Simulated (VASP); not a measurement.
CoSi16 (a cell with a defect): single point with LDA

CoSi16 (a cell with a defect):

```xyz
17
Lattice="0.0000 5.4300 5.4300 5.4300 0.0000 5.4300 5.4300 5.4300 0.0000" Properties=species:S:1:pos:R:3 pbc="T T T"
Si   -0.0101    0.0081   -0.0098
Si    1.3565    1.3597    1.3582
Si    2.7233    2.7031   -0.0084
Si    4.0663    4.0707    1.3561
Si    2.7245    0.0083    2.7255
Si    4.0726    1.3583    4.0725
Si    5.4210    2.7069    2.7240
Si    6.7880    4.0712    4.0791
Si   -0.0111    2.7020    2.7252
Si    1.3551    4.0701    4.0665
Si    2.7201    5.4358    2.7208
Si    4.0699    6.7815    4.0727
Si    2.7237    2.7064    5.4207
Si    4.0775    4.0706    6.7891
Si    5.4220    5.4371    5.4234
Si    6.7866    6.7833    6.7870
Co    6.7837    4.0636    6.7875
```

```
Program                : VASP 6.6.1
Task                   : single point
Functional             : LDA
Potentials or basis    : VASP PAW LDA potentials, release 64 (Si, Co)
Cutoff                 : 520 eV
k mesh                 : 2 × 2 × 2
Occupations            : gaussian, width 0.05 eV
Spin                   : collinear spin, ferromagnetic start
Starting moments       : [0.0, 0.0, 0.0, 0.0, 0.0, 0.0, 0.0, 0.0, 0.0, 0.0, 0.0, 0.0, 0.0, 0.0, 0.0, 0.0, 1.0] μB
Dipole correction      : no
Further INCAR settings : LREAL = Auto; ALGO = Normal; EDIFF = 1e-06; NBANDS = 54
```

The pressure is -2.0 GPa and the largest force is 0.120 eV/Å. The net moment is -0.38 μB per cell. The site moments are Si -0.00, -0.01 (each value once); Co -0.19 μB and the valence electrons inside the program's atomic spheres are Si 1.70, 1.69, 1.71, 1.72 (each value once); Co 8.38.

Forces in eV/Å, atoms in the order of the input:
```
Si  -0.014  0.017 -0.015
Si  -0.002  0.058  0.000
Si   0.071 -0.064 -0.069
Si  -0.050 -0.006  0.000
Si   0.016  0.016  0.015
Si  -0.002 -0.006  0.000
Si  -0.016 -0.013  0.017
Si  -0.002 -0.005  0.050
Si  -0.067 -0.065  0.069
Si  -0.003 -0.006 -0.051
Si   0.068  0.073  0.066
Si   0.000  0.000  0.000
Si   0.017 -0.013 -0.016
Si   0.053 -0.005  0.001
Si  -0.065  0.074 -0.067
Si  -0.002 -0.051  0.000
Co  -0.002 -0.005  0.000
```

Levels at points of the mesh, in eV from the Fermi level:
Spin up:
```tsv
k point	band 32	band 33	band 34	band 35	band 36	band 37	band 38	band 39	band 40	band 41
(0.00, 0.00, 0.00)	-0.93	-0.28	-0.04	-0.03	-0.03	0.06	0.06	0.63	0.64	0.81
(0.50, 0.00, 0.00)	-1.11	-1.10	-0.59	-0.59	-0.04	-0.04	0.74	1.24	1.33	1.34
(0.00, 0.50, 0.00)	-1.11	-1.10	-0.59	-0.59	-0.04	-0.04	0.74	1.24	1.33	1.34
(0.00, 0.00, 0.50)	-1.11	-1.10	-0.59	-0.59	-0.04	-0.04	0.74	1.25	1.33	1.34
(0.50, 0.50, 0.50)	-1.10	-1.10	-0.59	-0.59	-0.04	-0.04	0.74	1.24	1.34	1.34
(0.50, 0.50, 0.00)	-1.47	-1.39	-0.85	-0.65	-0.65	0.19	0.82	1.29	2.04	2.04
(0.00, 0.50, 0.50)	-1.47	-1.39	-0.85	-0.66	-0.65	0.20	0.82	1.29	2.04	2.04
(0.50, 0.00, 0.50)	-1.47	-1.39	-0.85	-0.66	-0.65	0.20	0.82	1.29	2.04	2.04
```
Spin down:
| k point | band 35 | band 36 | band 37 | band 38 | band 39 | band 40 |
| --- | --- | --- | --- | --- | --- | --- |
| (0.00, 0.00, 0.00) | -0.05 | -0.05 | -0.03 | -0.03 | 0.59 | 0.59 |
| (0.50, 0.00, 0.00) | -0.66 | -0.13 | -0.12 | 0.72 | 1.23 | 1.32 |
| (0.00, 0.50, 0.00) | -0.66 | -0.13 | -0.12 | 0.73 | 1.22 | 1.32 |
| (0.00, 0.00, 0.50) | -0.66 | -0.13 | -0.12 | 0.72 | 1.23 | 1.32 |
| (0.50, 0.50, 0.50) | -0.66 | -0.13 | -0.12 | 0.73 | 1.22 | 1.32 |
| (0.50, 0.50, 0.00) | -0.74 | -0.74 | 0.06 | 0.79 | 1.26 | 2.03 |
| (0.00, 0.50, 0.50) | -0.75 | -0.74 | 0.06 | 0.79 | 1.26 | 2.03 |
| (0.50, 0.00, 0.50) | -0.75 | -0.74 | 0.06 | 0.79 | 1.26 | 2.03 |

It took 12 min on 1 thread of AMD EPYC 9R45 96-Core Processor (Zen 5), with other jobs on the host, peak memory 0.48 GiB.

Caveat: the k points lie up to 0.50 Å⁻¹ apart.
